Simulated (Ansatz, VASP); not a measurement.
Sr in VASP and in Ansatz

File INCAR:

```
SYSTEM = Sr
  PREC = Accurate
  ENCUT = 520
  EDIFF = 1E-7
  ISMEAR = -1
  SIGMA = 0.1
  LREAL = .False.
  LASPH = .True.
  NELM = 80
  ALGO = Normal
  ISIF = 2
  LWAVE = .False.
  LCHARG = .False.
  GGA = RP
  NBANDS = 28
```

The input KPOINTS:

```
regular mesh
0
Gamma
  10 10 3
  0 0 0
```

File POSCAR:

```
Sr
1.0
    4.1735764183      0.0000000000      0.0000000000
   -2.0867882091      3.6144232029      0.0000000000
    0.0000000000      0.0000000000     13.6628330458
Sr
4
Direct
    1.0000000000      1.0000000000      0.0000000000
    1.0000000000      1.0000000000      0.5000000000
    0.3333333333      0.6666666667      0.2500000000
    0.6666666667      0.3333333333      0.7500000000
```

Input for Ansatz:

```yaml
crystal:
  lattice:
    - [4.1735764183, 0.0, 0.0]
    - [-2.0867882091, 3.6144232029, 0.0]
    - [0.0, 0.0, 13.6628330458]
  atoms:
    - { symbol: Sr, position: [1.0, 1.0, 0.0] }
    - { symbol: Sr, position: [1.0, 1.0, 0.5] }
    - { symbol: Sr, position: [0.3333333333, 0.6666666667, 0.25] }
    - { symbol: Sr, position: [0.6666666667, 0.3333333333, 0.75] }
hamiltonian:
  xc: rpbe
  pseudopotentials:
    kind: paw
    azcp:
      Sr: "pseudopotentials/Sr.paw.azcp"
basis:
  ecutwfc: 420
  fft_grid_basis: typed
kpoints:
  mp_grid: { grid: [10, 10, 3], shift: [0, 0, 0] }
magnetization:
  spin_polarized: false
scf:
  occupations: { method: fermi_dirac, width: 0.1 }
  lower_state_search: "off"
output:
  stress: true
```

Alike in both runs: task single point; functional RPBE; k mesh 10 × 10 × 3; occupations fermi-dirac, width 0.1 eV; no spin polarisation.

```csv
,VASP,Ansatz
version,VASP 6.6.1,Ansatz 0.2.0
potentials or method,"VASP PAW PBE potentials, release 64 (Sr_sv), cutoff 520 eV","plane waves (420 eV) with PAW, scalar-relativistic"
valence electrons in the cell,40,40
```

|  | VASP | Ansatz | Ansatz less VASP |
| --- | --- | --- | --- |
| pressure (GPa) | 1.7 | 1.7 | -0.01 |

VASP's potentials were made for PBE, not for RPBE.
